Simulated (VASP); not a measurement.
Runs of VASP 6.6.1 on Nb. The structure is that of space group Im-3m (No. 229), or close to it. The cells are those of the table. 

| task | cell | k mesh | cutoff (eV) | smearing | gap on the mesh (eV) | pressure (GPa) | relaxed volume (Å³/atom) |
| --- | --- | --- | --- | --- | --- | --- | --- |
| relaxation of cell and atoms | relaxed from a = 2.834 Å, angles 109.5°, 1 atom | 18 × 18 × 18 | 600 | fermi-dirac 0.15 eV | none | 0.0 | (a) |
| single point | a = 2.834 Å, angles 109.5°, 1 atom | 18 × 18 × 18 | 520 | gaussian 0.1 eV | none | -0.3 | - |
| single point | a = 2.836 Å, angles 109.5°, 1 atom | 18 × 18 × 18 | 520 | fermi-dirac 0.15 eV | none | -0.3 | - |
| relaxation of cell and atoms | relaxed from a = 2.873 Å, angles 109.5°, 1 atom | 18 × 18 × 18 | 600 | gaussian 0.1 eV | none | 0.0 | 17.50 |
| single point | a = 2.873 Å, angles 109.5°, 1 atom | 8 × 8 × 8 | 520 | gaussian 0.1 eV | none | -6.9 | - |

Alike in all rows: level PBEsol; potentials or basis VASP PAW PBE potentials, release 64 (Nb_sv); no spin polarisation.

Task: Fill in the values left out.

Result: (a) 17.54.

Caveats: the PAW data sets were made with another functional, which shifts forces and pressure a little; the cell stands under tension (at least some runs).

A k mesh can miss the band edges, and the runs leave out spin-orbit coupling on Nb.

A gap of «none» marks levels without a gap at the run's occupations.
